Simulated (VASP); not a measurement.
# Mg4CdS3 (Pm-3m) in VASP: further runs

Mg4CdS3 is run at these levels: PBE; tasks: relaxation of cell and atoms.

Program: VASP 6.6.1. These are calculated values, not measurements. Logs are shortened: lines on timing, memory, paths and dates and some standing lists are left out, and cuts for length are marked.

**1. The cell of the first run**

The structure is cubic, space group Pm-3m (No. 221). The conventional cell has a = 5.370 Å, b = 5.370 Å, c = 5.370 Å, α = 90.00°, β = 90.00°, γ = 90.00°. Within 3.5 Å of Mg (site symmetry 4/mmm) lie 2 Cd at 2.69 Å and 4 S at 2.69 Å. Within 3.5 Å of Mg (site symmetry m-3m) lie 6 S at 2.69 Å. Cd (site symmetry m-3m) has 6 Mg at 2.69 Å within 3.5 Å. S (site symmetry 4/mmm) has 6 Mg at 2.69 Å within 3.5 Å.

**2. Relaxation of cell and atoms, PBE**

File INCAR:

```
  PREC = Accurate
  ENCUT = 600
  EDIFF = 1E-7
  ISMEAR = 0
  SIGMA = 0.2
  LREAL = F
  LASPH = T
  NELM = 120
  ALGO = Normal
  ISIF = 3
  LWAVE = F
  LCHARG = F
  GGA = PE
  IBRION = 2
  NSW = 36
  EDIFFG = -0.08
  GGA_COMPAT = F
  NELMIN = 4
```

File KPOINTS:

```
Automatic mesh
0
Gamma
  3 3 3
```

File POSCAR:

```
Mg4CdS3
1.0
    5.3700000000      0.0000000000      0.0000000000
    0.0000000000      5.3700000000      0.0000000000
    0.0000000000      0.0000000000      5.3700000000
Mg Cd S
4 1 3
Direct
    0.5000000000      0.0000000000      0.0000000000
    0.5000000000      0.5000000000      0.5000000000
    0.0000000000      0.5000000000      0.0000000000
    0.0000000000      0.0000000000      0.5000000000
    0.0000000000      0.0000000000      0.0000000000
    0.5000000000      0.0000000000      0.5000000000
    0.5000000000      0.5000000000      0.0000000000
    0.0000000000      0.5000000000      0.5000000000
```

Potentials or basis: VASP PAW PBE potentials, release 64 (Mg, Cd, S).

Launch:

```console
$ cat potpaw_PBE.64/Mg/POTCAR potpaw_PBE.64/Cd/POTCAR potpaw_PBE.64/S/POTCAR > POTCAR
$ mpirun -np 1 vasp_std > vasp.out
```

OUTCAR:

```text
PREC = Accurate
   ENCUT = 600
   EDIFF = 1E-7
   ISMEAR = 0
   LREAL = F
   LASPH = T
   NELM = 120
   ISIF = 3
   GGA = PE
   IBRION = 2
   NSW = 36
   EDIFFG = -0.08
   NELMIN = 4

 ion  position               nearest neighbor table
   1  0.500  0.000  0.000-   5 2.69   6 2.69   7 2.69   6 2.69   7 2.69   5 2.69
   2  0.500  0.500  0.500-   6 2.69   7 2.69   8 2.69   7 2.69   6 2.69   8 2.69
   3  0.000  0.500  0.000-   5 2.69   7 2.69   8 2.69   8 2.69   5 2.69   7 2.69
   4  0.000  0.000  0.500-   5 2.69   6 2.69   8 2.69   5 2.69   8 2.69   6 2.69
   5  0.000  0.000  0.000-   1 2.69   3 2.69   4 2.69   4 2.69   3 2.69   1 2.69
   6  0.500  0.000  0.500-   1 2.69   2 2.69   4 2.69   1 2.69   2 2.69   4 2.69
   7  0.500  0.500  0.000-   1 2.69   2 2.69   3 2.69   2 2.69   1 2.69   3 2.69
   8  0.000  0.500  0.500-   2 2.69   3 2.69   4 2.69   3 2.69   4 2.69   2 2.69

  LATTYP: Found a simple cubic cell.
 ALAT       =     5.3700000000

  Lattice vectors:

 A1 = (   5.3700000000,   0.0000000000,   0.0000000000)
 A2 = (   0.0000000000,   5.3700000000,   0.0000000000)
 A3 = (   0.0000000000,   0.0000000000,   5.3700000000)

Analysis of symmetry for initial positions (statically):
=====================================================================
 Subroutine PRICEL returns:
 Original cell was already a primitive cell.

 Routine SETGRP: Setting up the symmetry group for a
 simple cubic supercell.

 Subroutine GETGRP returns: Found 48 space group operations
 (whereof 48 operations were pure point group operations)
 out of a pool of 48 trial point group operations.

The static configuration has the point symmetry O_h .

Analysis of symmetry for dynamics (positions and initial velocities):
=====================================================================
 Subroutine PRICEL returns:
 Original cell was already a primitive cell.

 Routine SETGRP: Setting up the symmetry group for a
 simple cubic supercell.

 Subroutine GETGRP returns: Found 48 space group operations
 (whereof 48 operations were pure point group operations)
 out of a pool of 48 trial point group operations.
[... 159 lines left out ...]
     5.370000000  0.000000000  0.000000000     0.186219739  0.000000000  0.000000000
     0.000000000  5.370000000  0.000000000     0.000000000  0.186219739  0.000000000
     0.000000000  0.000000000  5.370000000     0.000000000  0.000000000  0.186219739

 POSITION                                       TOTAL-FORCE (eV/Angst)
 -----------------------------------------------------------------------------------
      2.68500      0.00000      0.00000         0.000000      0.000000      0.000000
      2.68500      2.68500      2.68500         0.000000      0.000000      0.000000
      0.00000      2.68500      0.00000         0.000000      0.000000      0.000000
      0.00000      0.00000      2.68500         0.000000      0.000000      0.000000
      0.00000      0.00000      0.00000         0.000000      0.000000      0.000000
      2.68500      0.00000      2.68500         0.000000      0.000000      0.000000
      2.68500      2.68500      0.00000         0.000000      0.000000      0.000000
      0.00000      2.68500      2.68500         0.000000      0.000000      0.000000
 -----------------------------------------------------------------------------------
    total drift:                                0.000000      0.000000     -0.000000

  FREE ENERGIE OF THE ION-ELECTRON SYSTEM (eV)
  ---------------------------------------------------
  free  energy   TOTEN  =       -24.9538893410 eV

  energy  without entropy=      -24.8484029221  energy(sigma->0) =      -24.90114613

--------------------------------------- Ionic step        2  -------------------------------------------

 number of electron      37.9999990 magnetization

 Free energy of the ion-electron system (eV)
  ---------------------------------------------------
  ext. energy  EPLUGINS =         0.00000000
  ---------------------------------------------------
  free energy    TOTEN  =       -24.98257069 eV

  energy without entropy =      -24.88578799  energy(sigma->0) =      -24.93417934

 E-fermi :   4.2663     XC(G=0):  -9.4442

 val. band max:        4.1997245780   @ k =   0.3333   0.3333   0.3333
 cond. band min:       4.3102615078   @ k =   0.3333   0.3333   0.0000
 fundamental gap:      0.1105369298
 Fermi energy:         4.2663276720

 k-point     1 :       0.0000    0.0000    0.0000
  band No.  band energies     occupation
      1      -9.4705      2.00000
      2      -8.4333      2.00000
      3      -8.4333      2.00000
      4      -5.2997      2.00000
      5      -5.2997      2.00000
      6      -5.0999      2.00000
[... 97 lines left out ...]
     23       7.8389      0.00000
     24       7.8389      0.00000

------------------------ aborting loop because EDIFF is reached ----------------------------------------

  FORCE on cell =-STRESS in cart. coord.  units (eV):
  Direction    XX          YY          ZZ          XY          YZ          ZX
  --------------------------------------------------------------------------------------
  -------------------------------------------------------------------------------------
  Total       -0.0140237     -0.0140237     -0.0140237      0.0000000      0.0000000     -0.0000000
  in kB       -0.1404641     -0.1404641     -0.1404641      0.0000000      0.0000000     -0.0000000
  external PRESSURE =      -0.1404641 kB  Pullay stress =       0.0000000 kB

 VOLUME and BASIS-vectors are now :
 -----------------------------------------------------------------------------
  energy-cutoff  :      600.00
  volume of cell :      159.96
      direct lattice vectors                 reciprocal lattice vectors
     5.428374141  0.000000000  0.000000000     0.184217221 -0.000000000 -0.000000000
     0.000000000  5.428374141  0.000000000    -0.000000000  0.184217221  0.000000000
     0.000000000  0.000000000  5.428374141    -0.000000000 -0.000000000  0.184217221

 POSITION                                       TOTAL-FORCE (eV/Angst)
 -----------------------------------------------------------------------------------
      2.71419      0.00000      0.00000         0.000000      0.000000      0.000000
      2.71419      2.71419      2.71419         0.000000      0.000000      0.000000
      0.00000      2.71419      0.00000        -0.000000      0.000000      0.000000
      0.00000      0.00000      2.71419         0.000000      0.000000      0.000000
      0.00000      0.00000      0.00000         0.000000      0.000000      0.000000
      2.71419      0.00000      2.71419         0.000000      0.000000      0.000000
      2.71419      2.71419      0.00000         0.000000      0.000000      0.000000
      0.00000      2.71419      2.71419         0.000000      0.000000      0.000000
 -----------------------------------------------------------------------------------
    total drift:                                0.000000      0.000000     -0.000000

  FREE ENERGIE OF THE ION-ELECTRON SYSTEM (eV)
  ---------------------------------------------------
  free  energy   TOTEN  =       -24.9825706860 eV

  energy  without entropy=      -24.8857879865  energy(sigma->0) =      -24.93417934

 reached required accuracy - stopping structural energy minimisation
```

CONTCAR:

```text
Mg4CdS3
   1.00000000000000
     5.4283741407993649    0.0000000000000000    0.0000000000000000
     0.0000000000000000    5.4283741407993649    0.0000000000000000
     0.0000000000000000    0.0000000000000000    5.4283741407993649
  Mg              Cd              S
     4     1     3
Direct
     0.5000000000000000    0.0000000000000000    0.0000000000000000
     0.5000000000000000    0.5000000000000000    0.5000000000000000
     0.0000000000000000    0.5000000000000000    0.0000000000000000
     0.0000000000000000    0.0000000000000000    0.5000000000000000
     0.0000000000000000    0.0000000000000000    0.0000000000000000
     0.5000000000000000    0.0000000000000000    0.5000000000000000
     0.5000000000000000    0.5000000000000000    0.0000000000000000
     0.0000000000000000    0.5000000000000000    0.5000000000000000

  0.00000000E+00  0.00000000E+00  0.00000000E+00
  0.00000000E+00  0.00000000E+00  0.00000000E+00
  0.00000000E+00  0.00000000E+00  0.00000000E+00
  0.00000000E+00  0.00000000E+00  0.00000000E+00
  0.00000000E+00  0.00000000E+00  0.00000000E+00
  0.00000000E+00  0.00000000E+00  0.00000000E+00
  0.00000000E+00  0.00000000E+00  0.00000000E+00
  0.00000000E+00  0.00000000E+00  0.00000000E+00
```

Run time: 27 s. Hardware: 1 thread of Intel Xeon 6975P-C (Granite Rapids), shared host; peak memory 0.33 GiB.

What came out:

```
Free energy                            : -24.9826 eV
Relaxed volume                         : 19.99 Å³/atom
Relaxed cell                           : a = 5.428 Å, b = 5.428 Å, c = 5.428 Å, α = 90.00°, β = 90.00°, γ = 90.00°
Space group after relaxing (to 0.05 Å) : Pm-3m (No. 221)
Energy gained by relaxing              : 3.6 meV/atom
Ionic steps                            : 2
Pressure after relaxing                : 0.0 GPa
Band gap on the k mesh                 : zero (band 19 reaches 4.94 eV, above the bottom of band 20 at 4.31 eV)
```

Step by step:
```
step  energy change (eV)  largest force (eV/Å)  pressure (GPa)  volume (Å³)
   1              0.0000                0.0000            1.87       154.85
   2             -0.0287                0.0000           -0.01       159.96
```

Final structure:
```xyz
8
Lattice="5.4284 0.0000 0.0000 0.0000 5.4284 0.0000 0.0000 0.0000 5.4284" Properties=species:S:1:pos:R:3 pbc="T T T"
Mg    2.7142    0.0000    0.0000
Mg    2.7142    2.7142    2.7142
Mg    0.0000    2.7142    0.0000
Mg    0.0000    0.0000    2.7142
Cd    0.0000    0.0000    0.0000
S     2.7142    0.0000    2.7142
S     2.7142    2.7142    0.0000
S     0.0000    2.7142    2.7142
```

Levels at points of the mesh, in eV from the Fermi level:
```tsv
k point	band 16	band 17	band 18	band 19	band 20	band 21	band 22	band 23
(0.00, 0.00, 0.00)	-2.60	-2.60	-2.60	0.67	1.08	1.08	1.60	1.60
```

Caveat: the k points lie up to 0.39 Å⁻¹ apart in the final cell.

**3. Relaxation of cell and atoms, PBE**

This run uses another cell than the first one, of 21.11 Å³/atom, 1.091 times its volume.

File INCAR:

```
ALGO = Normal
EDIFF = 1E-7
EDIFFG = -0.08
ENCUT = 600
GGA = PE
GGA_COMPAT = False
IBRION = 2
ISIF = 3
ISMEAR = 0
LASPH = True
LCHARG = False
LREAL = False
LWAVE = False
NELM = 120
NELMIN = 4
NSW = 36
PREC = Accurate
SIGMA = 0.2
```

File KPOINTS:

```
k-points
0
Gamma
  3 3 3
```

File POSCAR:

```
Mg4CdS3
1.0
    5.5274784900      0.0000000000      0.0000000000
    0.0000000000      5.5274784900      0.0000000000
    0.0000000000      0.0000000000      5.5274784900
Mg Cd S
4 1 3
Direct
    0.0000000000      0.5000000000      0.5000000000
    0.5000000000      0.0000000000      0.5000000000
    0.5000000000      0.5000000000      0.0000000000
    0.0000000000      0.0000000000      0.0000000000
    0.5000000000      0.5000000000      0.5000000000
    0.5000000000      0.0000000000      0.0000000000
    0.0000000000      0.5000000000      0.0000000000
    0.0000000000      0.0000000000      0.5000000000
```

Potentials or basis: VASP PAW PBE potentials, release 64 (Mg, Cd, S).

Launch:

```console
$ cat potpaw_PBE.64/Mg/POTCAR potpaw_PBE.64/Cd/POTCAR potpaw_PBE.64/S/POTCAR > POTCAR
$ mpirun -np 1 vasp_std > vasp.out
```

Run time: 28 s. Hardware: 1 thread of Intel Xeon 6975P-C (Granite Rapids), shared host; peak memory 0.34 GiB.

Results (log left out):

```
Free energy                            : -24.9839 eV
Relaxed volume                         : 20.06 Å³/atom
Relaxed cell                           : a = 5.434 Å, b = 5.434 Å, c = 5.434 Å, α = 90.00°, β = 90.00°, γ = 90.00°
Space group after relaxing (to 0.05 Å) : Pm-3m (No. 221)
Energy gained by relaxing              : 9.7 meV/atom
Ionic steps                            : 2
Pressure after relaxing                : -0.2 GPa
Band gap on the k mesh                 : zero (band 19 reaches 4.91 eV, above the bottom of band 20 at 4.29 eV)
```

Step by step:
| step | energy change (eV) | largest force (eV/Å) | pressure (GPa) | volume (Å³) |
| --- | --- | --- | --- | --- |
| 1 | 0.0000 | 0.0000 | -2.66 | 168.88 |
| 2 | -0.0774 | 0.0000 | -0.18 | 160.47 |

Final structure:
```
CELL_PARAMETERS angstrom
5.43418 0.00000 0.00000
0.00000 5.43418 0.00000
0.00000 0.00000 5.43418
ATOMIC_POSITIONS crystal
Mg 0.00000 0.50000 0.50000
Mg 0.50000 0.00000 0.50000
Mg 0.50000 0.50000 0.00000
Mg 0.00000 0.00000 0.00000
Cd 0.50000 0.50000 0.50000
S 0.50000 0.00000 0.00000
S 0.00000 0.50000 0.00000
S 0.00000 0.00000 0.50000
```

Levels at points of the mesh, in eV from the Fermi level:
```csv
k point,band 16,band 17,band 18,band 19,band 20,band 21,band 22,band 23
"(0.00, 0.00, 0.00)",-2.59,-2.59,-2.59,0.67,1.07,1.07,1.60,1.60
```

Caveat: the k points lie up to 0.39 Å⁻¹ apart in the final cell.
